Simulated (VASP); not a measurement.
# Nb (Im-3m) in VASP: notebook, part 2 of 2

VASP 6.6.1. Earlier steps stand in the parts before.

## Step 4: Single point, LDA

This run uses another cell than the first one: it holds 3 atoms, not 1.

INCAR reads:

```
SYSTEM = Nb
PREC = Accurate
ENCUT = 520
EDIFF = 1E-7
ISMEAR = -1
SIGMA = 0.1
LREAL = .FALSE.
LASPH = .TRUE.
NELM = 80
ALGO = Normal
ISIF = 2
LWAVE = .FALSE.
LCHARG = .FALSE.
GGA = CA
NBANDS = 26
```

KPOINTS reads:

```
regular mesh
0
G
  8 8 12
  0 0 0
```

POSCAR reads:

```
Nb
1.0
    0.0000000000      3.2489352777     -3.2489352777
   -3.2489352777      0.0000000000      3.2489352777
    1.6244676389      1.6244676389      1.6244676389
Nb
3
Direct
    0.0000000000      0.0000000000      0.0000000000
    0.3333333330      0.6666666670      0.3333333330
    0.6666666670      0.3333333330      0.6666666670
```

Potentials or basis: VASP PAW LDA potentials, release 64 (Nb_sv).

The run is started by

```bash
> cat potpaw_LDA.64/Nb_sv/POTCAR > POTCAR
> mpirun -np 1 vasp_std > vasp.out
```

OUTCAR:

```text
SYSTEM = Nb
   PREC = Accurate
   ENCUT = 520
   EDIFF = 1E-7
   ISMEAR = -1
   LREAL = .FALSE.
   LASPH = .TRUE.
   NELM = 80
   ISIF = 2
   GGA = CA

 ion  position               nearest neighbor table
   1  0.000  0.000  0.000-   2 2.81   3 2.81   3 2.81   2 2.81   3 2.81   2 2.81
   2  0.333  0.667  0.333-   1 2.81   3 2.81   3 2.81   1 2.81   1 2.81   3 2.81
   3  0.667  0.333  0.667-   1 2.81   2 2.81   2 2.81   1 2.81   1 2.81   2 2.81

  LATTYP: Found a hexagonal cell.
 ALAT       =     4.5946883330
 C/A-ratio  =     0.6123724357

  Lattice vectors:

 A1 = (   0.0000000000,   3.2489352777,  -3.2489352777)
 A2 = (  -3.2489352777,   0.0000000000,   3.2489352777)
 A3 = (   1.6244676389,   1.6244676389,   1.6244676389)

Analysis of symmetry for initial positions (statically):
=====================================================================
 Subroutine PRICEL returns following result:

  LATTYP: Found a body centered cubic cell.
 ALAT       =     3.2489352755

  Lattice vectors:

 A1 = (  -1.6244676421,   1.6244676356,  -1.6244676356)
 A2 = (  -1.6244676372,  -1.6244676372,   1.6244676372)
 A3 = (   1.6244676389,   1.6244676389,   1.6244676389)

   3 primitive cells build up your supercell.

 Routine SETGRP: Setting up the symmetry group for a
 hexagonal supercell.

 Subroutine GETGRP returns: Found 12 space group operations
 (whereof 12 operations were pure point group operations)
 out of a pool of 24 trial point group operations.

The static configuration has the point symmetry D_3d.

Analysis of symmetry for dynamics (positions and initial velocities):
=====================================================================
 Subroutine PRICEL returns following result:

  LATTYP: Found a body centered cubic cell.
 ALAT       =     3.2489352755

[... 126 lines left out ...]
   EMIN   =  10.00;   EMAX   =-10.00  energy-range for DOS
   EFERMI =   0.00;   METHOD = LEGACY
   ISMEAR =    -1;   SIGMA  =   0.10  broadening in eV -4-tet -1-fermi 0-gaus
   EFERMI_NEDOS =   21; number of points for ismear=-14 and -15
   IALGO  =     38    algorithm
   IMIX   =      4    mixing-type and parameters
     AMIX     =   0.40;   BMIX     =  1.00
     AMIX_MAG =   1.60;   BMIX_MAG =  1.00
  volume/ion in A,a.u.               =      17.15       115.72
  Fermi-wavevector in a.u.,A,eV,Ry     =   1.492765  2.820918 30.318522  2.228348
  Thomas-Fermi vector in A             =   2.605252
   LORBIT       =      0    0 simple, 1 ext, 2 COOP (PROOUT), +10 PAW based schemes
   GGA     = CA    functional components
   LHFCALC =     F    Hartree Fock is set to
   AEXX    =    0.0000 exact exchange contribution
   IVDW    =     0    specifies the selected vdW correction
   LEPSILON=     F    determine dielectric tensor
   LRPA    =     F    only Hartree local field effects (RPA)
 non-spin polarized calculation
  energy-cutoff  :      520.00
  volume of cell :       51.44
 maximum number of plane-waves:      1414
 NGX is ok and might be reduce to    36

 number of electron      39.0000004 magnetization

 Free energy of the ion-electron system (eV)
  ---------------------------------------------------
  ext. energy  EPLUGINS =         0.00000000
  ---------------------------------------------------
  free energy    TOTEN  =       -33.84254564 eV

  energy without entropy =      -33.70523751  energy(sigma->0) =      -33.77389157

 E-fermi :  11.7092     XC(G=0): -12.9694

 val. band max:       11.7080304908   @ k =   0.2500   0.1250   0.0833
 cond. band min:      11.7121333437   @ k =   0.3750   0.1250   0.1667
 fundamental gap:      0.0041028529
 Fermi energy:        11.7091711929

 k-point     1 :       0.0000    0.0000    0.0000
  band No.  band energies     occupation
      1     -42.3154      2.00000
      2     -41.9703      2.00000
      3     -41.9703      2.00000
      4     -18.7656      2.00000
      5     -18.7656      2.00000
      6     -18.7656      2.00000
[... 685 lines left out ...]
     25      15.0970      0.00000
     26      15.6374      0.00000

 [... further k-points ...]

------------------------ aborting loop because EDIFF is reached ----------------------------------------

  FORCE on cell =-STRESS in cart. coord.  units (eV):
  Direction    XX          YY          ZZ          XY          YZ          ZX
  --------------------------------------------------------------------------------------
  -------------------------------------------------------------------------------------
  Total       -0.0562428     -0.0562428     -0.0562428     -0.0183477     -0.0183477     -0.0183477
  in kB       -1.7517133     -1.7517133     -1.7517133     -0.5714480     -0.5714480     -0.5714480
  external PRESSURE =      -1.7517133 kB  Pullay stress =       0.0000000 kB

 VOLUME and BASIS-vectors are now :
 -----------------------------------------------------------------------------
  energy-cutoff  :      520.00
  volume of cell :       51.44
      direct lattice vectors                 reciprocal lattice vectors
     0.000000000  3.248935278 -3.248935278    -0.102597714  0.205195429 -0.102597714
    -3.248935278  0.000000000  3.248935278    -0.205195429  0.102597714  0.102597714
     1.624467639  1.624467639  1.624467639     0.205195429  0.205195429  0.205195429

 POSITION                                       TOTAL-FORCE (eV/Angst)
 -----------------------------------------------------------------------------------
      0.00000      0.00000      0.00000         0.000000      0.000000      0.000000
     -1.62447      1.62447      1.62447        -0.000000     -0.000000     -0.000000
      0.00000      3.24894     -0.00000        -0.000000     -0.000000     -0.000000
 -----------------------------------------------------------------------------------
    total drift:                               -0.000000     -0.000000      0.000000

  FREE ENERGIE OF THE ION-ELECTRON SYSTEM (eV)
  ---------------------------------------------------
  free  energy   TOTEN  =       -33.8425456359 eV

  energy  without entropy=      -33.7052375066  energy(sigma->0) =      -33.77389157
```

stdout:

```text
POSCAR found type information on POSCAR Nb
 POSCAR found :  1 types and       3 ions
 scaLAPACK will be used
 LDA part: xc-table for (Slater(with rela. corr.)+CA(PZ))
 , standard interpolation
 POSCAR, INCAR and KPOINTS ok, starting setup
 FFT: planning ... GRIDC
 FFT: planning ... GRID_SOFT
 FFT: planning ... GRID
 WAVECAR not read
 entering main loop
```

It took 2.4 min on 1 thread of AMD EPYC 9R14 (Zen 4), shared host; peak memory 0.19 GiB.

Results:

| Quantity | Value |
| --- | --- |
| Free energy | -33.8425 eV |
| Pressure | -0.2 GPa |

Levels at points of the mesh, in eV from the Fermi level:
| k point | band 16 | band 17 | band 18 | band 19 | band 20 | band 21 | band 22 | band 23 | band 24 | band 25 |
| --- | --- | --- | --- | --- | --- | --- | --- | --- | --- | --- |
| (0.00, 0.00, 0.00) | -0.89 | -0.89 | -0.89 | -0.89 | 0.31 | 0.31 | 0.31 | 3.38 | 3.38 | 3.92 |
| (0.50, 0.00, 0.00) | -1.84 | -0.97 | -0.97 | -0.73 | -0.73 | 2.45 | 2.45 | 2.58 | 3.45 | 3.87 |
| (0.00, 0.00, 0.50) | -1.60 | -1.60 | -1.60 | -1.56 | -1.56 | 3.86 | 3.86 | 3.86 | 3.86 | 5.95 |
| (0.50, 0.00, 0.50) | -2.03 | -2.03 | -1.85 | -0.32 | -0.32 | 2.59 | 2.86 | 2.86 | 3.44 | 4.16 |

## Step 5: Single point, LDA

This run uses another cell than the first one: it holds 3 atoms, not 1.

INCAR reads:

```
PREC = Accurate ; ENCUT = 520
EDIFF = 1E-6 ; ISMEAR = -1
SIGMA = 0.1 ; LREAL = False
LASPH = True ; NELM = 80
ALGO = Normal ; ISIF = 2
LWAVE = False ; LCHARG = True
GGA = CA ; LELF = True
LVHAR = True ; NBANDS = 26
```

KPOINTS reads:

```
regular mesh
0
Gamma
  8 8 12
```

POSCAR is that of step 4.

Potentials or basis: VASP PAW LDA potentials, release 64 (Nb_sv).

The run is started by

```bash
> cat potpaw_LDA.64/Nb_sv/POTCAR > POTCAR
> mpirun -np 1 vasp_std > vasp.out
```

OUTCAR:

```text
PREC = Accurate
   ENCUT = 520
   EDIFF = 1E-6
   ISMEAR = -1
   LREAL = False
   LASPH = True
   NELM = 80
   ISIF = 2
   GGA = CA

 ion  position               nearest neighbor table
   1  0.000  0.000  0.000-   2 2.81   3 2.81   3 2.81   2 2.81   3 2.81   2 2.81
   2  0.333  0.667  0.333-   1 2.81   3 2.81   3 2.81   1 2.81   1 2.81   3 2.81
   3  0.667  0.333  0.667-   1 2.81   2 2.81   2 2.81   1 2.81   1 2.81   2 2.81

  LATTYP: Found a hexagonal cell.
 ALAT       =     4.5946883330
 C/A-ratio  =     0.6123724357

  Lattice vectors:

 A1 = (   0.0000000000,   3.2489352777,  -3.2489352777)
 A2 = (  -3.2489352777,   0.0000000000,   3.2489352777)
 A3 = (   1.6244676389,   1.6244676389,   1.6244676389)

Analysis of symmetry for initial positions (statically):
=====================================================================
 Subroutine PRICEL returns following result:

  LATTYP: Found a body centered cubic cell.
 ALAT       =     3.2489352755

  Lattice vectors:

 A1 = (  -1.6244676421,   1.6244676356,  -1.6244676356)
 A2 = (  -1.6244676372,  -1.6244676372,   1.6244676372)
 A3 = (   1.6244676389,   1.6244676389,   1.6244676389)

   3 primitive cells build up your supercell.

 Routine SETGRP: Setting up the symmetry group for a
 hexagonal supercell.

 Subroutine GETGRP returns: Found 12 space group operations
 (whereof 12 operations were pure point group operations)
 out of a pool of 24 trial point group operations.

The static configuration has the point symmetry D_3d.

Analysis of symmetry for dynamics (positions and initial velocities):
=====================================================================
 Subroutine PRICEL returns following result:

  LATTYP: Found a body centered cubic cell.
 ALAT       =     3.2489352755

  Lattice vectors:

 A1 = (  -1.6244676421,   1.6244676356,  -1.6244676356)
 A2 = (  -1.6244676372,  -1.6244676372,   1.6244676372)
 A3 = (   1.6244676389,   1.6244676389,   1.6244676389)

   3 primitive cells build up your supercell.

 Routine SETGRP: Setting up the symmetry group for a
 hexagonal supercell.

 Subroutine GETGRP returns: Found 12 space group operations
 (whereof 12 operations were pure point group operations)
 out of a pool of 24 trial point group operations.

The dynamic configuration has the point symmetry D_3d.

 Subroutine INISYM returns: Found 12 space group operations
 (whereof 12 operations are pure point group operations),
 and found     3 'primitive' translations

----------------------------------------------------------------------------------------

                                     Primitive cell

  volume of cell :      17.1472

  direct lattice vectors                    reciprocal lattice vectors
    -1.624467642  1.624467636 -1.624467636    -0.307793143  0.307793143  0.000000000
    -1.624467637 -1.624467637  1.624467637    -0.307793143 -0.000000001  0.307793143
     1.624467639  1.624467639  1.624467639    -0.000000000  0.307793143  0.307793143

  length of vectors
     2.813660484  2.813660483  2.813660486     0.435285237  0.435285237  0.435285237

  position of ions in fractional coordinates (direct lattice)
     0.000000000  0.000000000  0.000000000
[... 24 lines left out ...]
     0.000000000  0.000000000  0.000000000

 Subroutine IBZKPT returns following result:
 ===========================================

 Found     95 irreducible k-points:

 Following reciprocal coordinates:
            Coordinates               Weight
  0.000000  0.000000  0.000000      1.000000
  0.125000  0.000000  0.000000      6.000000
  0.250000  0.000000  0.000000      6.000000
  0.375000  0.000000  0.000000      6.000000
  0.500000  0.000000  0.000000      3.000000
  0.125000  0.125000  0.000000      6.000000
[... 16 lines left out ...]
 -0.125000  0.500000  0.083333     12.000000
  0.250000  0.250000  0.083333     12.000000
 [... further k-points ...]
   k-points           NKPTS =     95   k-points in BZ     NKDIM =     95   number of bands    NBANDS=     26
   number of dos      NEDOS =    301   number of ions     NIONS =      3
   total plane-waves  NPLWV =  31104
   dimension x,y,z NGX =    36 NGY =   36 NGZ =   24
   dimension x,y,z NGXF=    72 NGYF=   72 NGZF=   48
   ions per type =               3
   NGX,Y,Z   is equivalent  to a cutoff of  13.03, 13.03, 14.18 a.u.
   NGXF,Y,Z  is equivalent  to a cutoff of  26.05, 26.05, 28.36 a.u.
 SYSTEM =  unknown system
   PREC   = accura    normal or accurate (medium, high low for compatibility)
   ISTART =      0    job   : 0-new  1-cont  2-samecut
   ICHARG =      2    charge: 1-file 2-atom 10-const
   ISPIN  =      1    spin polarized calculation?
   LNONCOLLINEAR =      F non collinear calculations
   LSORBIT =      F    spin-orbit coupling
   LASPH  =      T    aspherical Exc in radial PAW
   ENCUT  =  520.0 eV  38.22 Ry    6.18 a.u.   8.54  8.54  5.23*2*pi/ulx,y,z
   NELM   =     80;   NELMIN=  2; NELMDL= -5     # of ELM steps
   EDIFF  = 0.1E-05   stopping-criterion for ELM
   LREAL  =      F    real-space projection
   EDIFFG = 0.1E-04   stopping-criterion for IOM
   NSW    =      0    number of steps for IOM
   IBRION =     -1    ionic relax: 0-MD 1-quasi-New 2-CG
   NFREE  =      0    steps in history (QN), initial steepest desc. (CG)
   ISIF   =      2    stress and relaxation
   ISYM   =      2    0-nonsym 1-usesym 2-fastsym
   POTIM  = 0.5000    time-step for ionic-motion
   TEBEG  =    0.0;   TEEND  =   0.0 temperature during run
   PSTRESS=    0.0 pullay stress
   NELECT =      39.0000    total number of electrons
   NUPDOWN=      -1.0000    fix difference up-down
   EMIN   =  10.00;   EMAX   =-10.00  energy-range for DOS
   EFERMI =   0.00;   METHOD = LEGACY
   ISMEAR =    -1;   SIGMA  =   0.10  broadening in eV -4-tet -1-fermi 0-gaus
   EFERMI_NEDOS =   21; number of points for ismear=-14 and -15
   IALGO  =     38    algorithm
   IMIX   =      4    mixing-type and parameters
     AMIX     =   0.40;   BMIX     =  1.00
     AMIX_MAG =   1.60;   BMIX_MAG =  1.00
  volume/ion in A,a.u.               =      17.15       115.72
  Fermi-wavevector in a.u.,A,eV,Ry     =   1.492765  2.820918 30.318522  2.228348
  Thomas-Fermi vector in A             =   2.605252
   LORBIT       =      0    0 simple, 1 ext, 2 COOP (PROOUT), +10 PAW based schemes
   GGA     = CA    functional components
   LHFCALC =     F    Hartree Fock is set to
   AEXX    =    0.0000 exact exchange contribution
   IVDW    =     0    specifies the selected vdW correction
   LEPSILON=     F    determine dielectric tensor
   LRPA    =     F    only Hartree local field effects (RPA)
 non-spin polarized calculation
  energy-cutoff  :      520.00
  volume of cell :       51.44
 maximum number of plane-waves:      1414
 NGX is ok and might be reduce to    36

 number of electron      39.0000004 magnetization

 Free energy of the ion-electron system (eV)
  ---------------------------------------------------
  ext. energy  EPLUGINS =         0.00000000
  ---------------------------------------------------
  free energy    TOTEN  =       -33.84254588 eV

  energy without entropy =      -33.70524020  energy(sigma->0) =      -33.77389304

 E-fermi :  11.7095     XC(G=0): -12.9694

 val. band max:       11.7084233484   @ k =   0.2500   0.1250   0.0833
 cond. band min:      11.7125391698   @ k =   0.3750   0.1250   0.1667
 fundamental gap:      0.0041158214
 Fermi energy:        11.7095387479

 k-point     1 :       0.0000    0.0000    0.0000
  band No.  band energies     occupation
      1     -42.3144      2.00000
      2     -41.9693      2.00000
      3     -41.9693      2.00000
      4     -18.7648      2.00000
      5     -18.7648      2.00000
      6     -18.7648      2.00000
[... 685 lines left out ...]
     25      15.0998      0.00000
     26      15.6416      0.00000

 [... further k-points ...]

------------------------ aborting loop because EDIFF is reached ----------------------------------------

  FORCE on cell =-STRESS in cart. coord.  units (eV):
  Direction    XX          YY          ZZ          XY          YZ          ZX
  --------------------------------------------------------------------------------------
  -------------------------------------------------------------------------------------
  Total       -0.0947574     -0.0947574     -0.0947574     -0.0185974     -0.0185974     -0.0185974
  in kB       -2.9512719     -2.9512719     -2.9512719     -0.5792256     -0.5792256     -0.5792256
  external PRESSURE =      -2.9512719 kB  Pullay stress =       0.0000000 kB

 VOLUME and BASIS-vectors are now :
 -----------------------------------------------------------------------------
  energy-cutoff  :      520.00
  volume of cell :       51.44
      direct lattice vectors                 reciprocal lattice vectors
     0.000000000  3.248935278 -3.248935278    -0.102597714  0.205195429 -0.102597714
    -3.248935278  0.000000000  3.248935278    -0.205195429  0.102597714  0.102597714
     1.624467639  1.624467639  1.624467639     0.205195429  0.205195429  0.205195429

 POSITION                                       TOTAL-FORCE (eV/Angst)
 -----------------------------------------------------------------------------------
      0.00000      0.00000      0.00000        -0.000000      0.000000      0.000000
     -1.62447      1.62447      1.62447        -0.000000     -0.000000     -0.000000
      0.00000      3.24894     -0.00000         0.000000     -0.000000      0.000000
 -----------------------------------------------------------------------------------
    total drift:                               -0.000000     -0.000000      0.000000

  FREE ENERGIE OF THE ION-ELECTRON SYSTEM (eV)
  ---------------------------------------------------
  free  energy   TOTEN  =       -33.8425458791 eV

  energy  without entropy=      -33.7052402043  energy(sigma->0) =      -33.77389304
```

stdout:

```text
POSCAR found type information on POSCAR Nb
 POSCAR found :  1 types and       3 ions
 scaLAPACK will be used
 LDA part: xc-table for (Slater(with rela. corr.)+CA(PZ))
 , standard interpolation
 POSCAR, INCAR and KPOINTS ok, starting setup
 FFT: planning ... GRIDC
 FFT: planning ... GRID_SOFT
 FFT: planning ... GRID
 WAVECAR not read
 entering main loop
```

Wall time 2.1 min (1 thread of AMD EPYC 9R14 (Zen 4), shared host); peak memory 0.19 GiB.

What came out:

```
Free energy : -33.8425 eV
Pressure    : -0.3 GPa
```

## Step 6: Overview

```csv
task,cell,k mesh,cutoff (eV),gap on the mesh (eV),pressure (GPa)
single point,"a = 2.814 Å, angles 109.5°, 1 atom",18 × 18 × 18,520,none,-0.2
relaxation of cell and atoms,"relaxed from a = 2.858 Å, angles 109.5°, 1 atom",18 × 18 × 18,600,none,0.0
single point,"a = 4.595, b = 4.595, c = 2.814 Å, angles 90.0, 90.0, 120.0°, 3 atoms",8 × 8 × 12,520,none,-0.3
```

Alike in all rows: level LDA; potentials or basis VASP PAW LDA potentials, release 64 (Nb_sv); no spin polarisation; smearing fermi-dirac 0.1 eV.

Total energies depend on the potentials used, so only differences within one code and one set of settings carry meaning.
